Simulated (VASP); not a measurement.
**YbB2: relaxation of shape and atoms at fixed volume with PBE**

YbB2:

```xyz
3
Lattice="3.1659 0.0000 0.0000 -1.5829 2.7417 0.0000 0.0000 0.0000 3.7613" Properties=species:S:1:pos:R:3 pbc="T T T"
Yb    0.0000    0.0000    0.0000
B     0.0000    1.8278    1.8807
B     1.5829    0.9139    1.8807
```

```json
{"Program": "VASP 6.6.1", "Task": "relaxation of shape and atoms at fixed volume", "Functional": "PBE", "Potentials or basis": "VASP PAW PBE potentials, release 64 (Yb, B)", "Cutoff": "600 eV", "k mesh": "15 × 15 × 12", "Occupations": "gaussian, width 0.1 eV", "Spin": "no spin polarisation", "Dipole correction": "no", "Further INCAR settings": "ALGO = Normal; EDIFF = 1e-06; IBRION = 2; EDIFFG = -0.01; NSW = 50; ISIF = 4"}
```

| Quantity | Value |
| --- | --- |
| Ionic steps | 8 |
| Pressure after relaxing | 10.4 GPa |
| Band gap on the k mesh | zero (bands 15 and 16 overlap by 1.38 eV) |

Stress tensor (GPa, compression positive):
```
10.48  0.00  0.00
 0.00 10.48  0.00
 0.00  0.00 10.29
```

The path:
```tsv
step	energy change (eV)	largest force (eV/Å)	pressure (GPa)	volume (Å³)
1	0.0000	0.0000	33.10	32.65
2	0.0013	0.0000	10.72	32.65
3	0.0008	0.0000	10.47	32.65
4	0.0007	0.0000	10.40	32.65
5	0.0006	0.0000	10.43	32.65
6	0.0006	0.0000	10.63	32.65
7	0.0005	0.0000	10.18	32.65
8	0.0005	0.0000	10.42	32.65
```

Final structure:
```
CELL_PARAMETERS angstrom
3.16572 0.00000 0.00000
-1.58286 2.74159 0.00000
0.00000 0.00000 3.76165
ATOMIC_POSITIONS crystal
Yb 0.00000 0.00000 0.00000
B 0.33333 0.66667 0.50000
B 0.66667 0.33333 0.50000
```

Levels at points of the mesh, in eV from the Fermi level:
```
           k point  band 13  band 14  band 15  band 16  band 17  band 18
(0.00, 0.00, 0.00)    -0.39    -0.39    -0.37     0.09     6.74     6.74
(0.00, 0.00, 0.50)    -0.32     1.07     1.07     3.70     3.70     4.06
```

Run time: 7.3 min on 1 thread of AMD EPYC 9R45 96-Core Processor (Zen 5) (shared host), peak memory 0.29 GiB.

Caveat: spin-orbit coupling is left out, which moves the levels of the heavy elements. Spin polarisation is off, so any magnetic state and its effect on volume and gap are missing.
